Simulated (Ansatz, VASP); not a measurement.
## One calculation of ZrB2, two programs

File INCAR:

```
PREC     = Accurate       # precision mode
ENCUT    = 520            # plane-wave cutoff, eV
EDIFF    = 1E-7           # SCF threshold, eV
ISMEAR   = 0              # smearing method
SIGMA    = 0.15           # smearing width, eV
LREAL    = F              # projectors in reciprocal space
LASPH    = T              # aspherical terms in the spheres
NELM     = 80             # most SCF steps
ALGO     = Normal         # electronic algorithm
ISIF     = 2              # what is computed and relaxed
LWAVE    = F              # write WAVECAR
LCHARG   = F              # write CHGCAR
GGA      = PS             # functional
NBANDS   = 16             # bands
```

The input KPOINTS:

```
regular mesh
0
Gamma
  18 18 12
```

File POSCAR:

```
ZrB2
1.0
    3.2617130691      0.0000000000      0.0000000000
   -1.6308565346      2.8247263777      0.0000000000
    0.0000000000      0.0000000000      3.4120780416
Zr B
1 2
Direct
    0.0000000000      0.0000000000      0.0000000000
    0.3333333333      0.6666666667      0.5000000000
    0.6666666667      0.3333333333      0.5000000000
```

Input for Ansatz:

```yaml
crystal:
  lattice:
    - [3.2617130691, 0.0, 0.0]
    - [-1.6308565346, 2.8247263777, 0.0]
    - [0.0, 0.0, 3.4120780416]
  atoms:
    - { symbol: Zr, position: [0.0, 0.0, 0.0] }
    - { symbol: B, position: [0.3333333333, 0.6666666667, 0.5] }
    - { symbol: B, position: [0.6666666667, 0.3333333333, 0.5] }
basis:
  ecutwfc: 520.0
kpoints:
  mp_grid: { grid: [18, 18, 12] }
hamiltonian:
  xc: pbesol
scf:
  occupations: { method: gaussian, width: 0.15 }
output:
  forces: true
  stress: true
  eigenvalues: true
```

Alike in both runs: task single point; functional PBEsol; k mesh 18 × 18 × 12; occupations gaussian, width 0.15 eV; no spin polarisation.

```csv
,VASP,Ansatz
version,VASP 6.6.1,Ansatz 0.2.0
potentials or method,"VASP PAW PBE potentials, release 64 (Zr_sv, B), cutoff 520 eV","scalar-relativistic, plane waves, PAW"
valence electrons in the cell,18,18
```

Ansatz gave:

* gap on the k mesh at the Fermi level (eV): none
* pressure (GPa): -9.7
* traceless stress, the component that is largest in VASP (GPa): 13.22

Question: What did VASP give for the same quantities?

Answer: gap on the k mesh at the Fermi level (eV): none; pressure (GPa): -9.3; traceless stress, the component that is largest in VASP (GPa): 13.22.

VASP's potentials were made for PBE, not for PBEsol. A gap of «none» marks a metal or a gap that the smearing closes. The functional is the same, so the differences come from potentials, cutoffs and numerics.
